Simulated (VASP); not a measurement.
Bi: single point with LDA

Bi:

```
Bi
1.0
     2.35199    1.40572    4.00778
    -2.19400    1.33753    3.93959
     0.01994   -2.56532    3.91463
Bi
2
Cartesian
  0.0416 0.0416 2.7744
  0.1363 0.1363 9.0876
```

This cell differs from its parent crystal: equal xy, yz and zx shear strains of +3 %.

```json
{
 "Program": "VASP 6.6.1",
 "Task": "single point",
 "Functional": "LDA",
 "Potentials or basis": "VASP PAW LDA potentials, release 64 (Bi_d)",
 "Cutoff": "520 eV",
 "k mesh": "11 × 11 × 11",
 "Occupations": "fermi-dirac, width 0.03 eV",
 "Spin": "no spin polarisation",
 "Dipole correction": "no",
 "Further INCAR settings": "ALGO = Normal; EDIFF = 1e-06; NBANDS = 22"
}
```

```yaml
Pressure: -1.7 GPa
Largest_force: 0.201 eV/Å
Band_gap_on_the_k_mesh: zero (bands 15 and 16 overlap by 0.25 eV)
```

Forces in eV/Å, atoms in the order of the input:
```
Bi  -0.090 -0.170  0.060
Bi   0.090  0.170 -0.060
```

Stress tensor (GPa, compression positive):
```
-1.12 -0.28 -0.67
-0.28 -2.36 -1.27
-0.67 -1.27 -1.59
```

Levels at points of the mesh, in eV from the Fermi level:
| k point | band 13 | band 14 | band 15 | band 16 | band 17 | band 18 |
| --- | --- | --- | --- | --- | --- | --- |
| (0.00, 0.00, 0.00) | -1.49 | -1.44 | -0.93 | 2.40 | 2.81 | 3.15 |

It took 17 min on 1 thread of Oxide Virtual Turin-like Processor, on a shared host, peak memory 0.77 GiB.

Caveat: the cell differs from its parent crystal (equal xy, yz and zx shear strains of +3 %); spin-orbit coupling is left out, which moves the levels of the heavy elements.
